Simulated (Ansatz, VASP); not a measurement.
## Two plane-wave programs on ZrO2

```
Zr O
1.0
     3.59362    0.00000    0.00000
     0.00000    3.59362    0.00000
     0.00000    0.00000    5.20441
Zr O
2 4
Direct
  0.75000 0.25000 0.75000
  0.25000 0.75000 0.25000
  0.25000 0.25000 0.05103
  0.25000 0.25000 0.55103
  0.75000 0.75000 0.94897
  0.75000 0.75000 0.44897
```

Alike in both runs: functional r2SCAN; dispersion rVV10; k mesh 6 × 6 × 6; occupations gaussian, width 0.02 eV; no spin polarisation.

Ansatz relaxed the structure, and its values are those at the end. VASP's run is a single point on that final structure, the one shown.

```csv
,VASP,Ansatz
version,VASP 6.6.1,Ansatz 0.2.0
potentials or method,"VASP PAW PBE potentials, release 64 (Zr_sv, O), cutoff 660 eV","scalar-relativistic, plane waves, PAW"
valence electrons in the cell,48,48
```

```csv
,VASP,Ansatz,Ansatz less VASP
gap on the k mesh at the Fermi level (eV),4.61,4.62,+0.014
least direct gap on the mesh (eV),4.70,4.71,+0.011
pressure (GPa),0.3,0.0,-0.33
rms of the force components (eV/Å),0.016,0.000,-0.0163
```

VASP's potentials were made for PBE, not for r2SCAN.
